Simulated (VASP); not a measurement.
Runs of VASP 6.6.1 on Al. The structure is that of space group Im-3m (No. 229), or close to it. The cells are those of the table. This isn't the form of Al at room conditions, which is fcc.

```csv
cell,smearing,gap on the mesh (eV),pressure (GPa)
"a = 2.428 Å, angles 109.5°, 1 atom",tetrahedron,none,(a)
"a = 2.762 Å, angles 109.5°, 1 atom",fermi-dirac 0.08 eV,none,0.1
"a = 2.428 Å, angles 109.5°, 1 atom",fermi-dirac 0.08 eV,none,65.6
"a = 2.520 Å, angles 109.5°, 1 atom",fermi-dirac 0.08 eV,none,36.9
```

Alike in all rows: task single point; level LDA; potentials or basis VASP PAW LDA potentials, release 64 (Al); no spin polarisation; k mesh 19 × 19 × 19; cutoff (eV) 500.

Problem. Estimate the missing entries.

Solution. (a) 65.2.

Caveats: the cell stands under pressure (at least some runs); tetrahedron occupations give inexact forces and stress in metals (at least some runs).

A gap of «none» marks levels without a gap at the run's occupations.
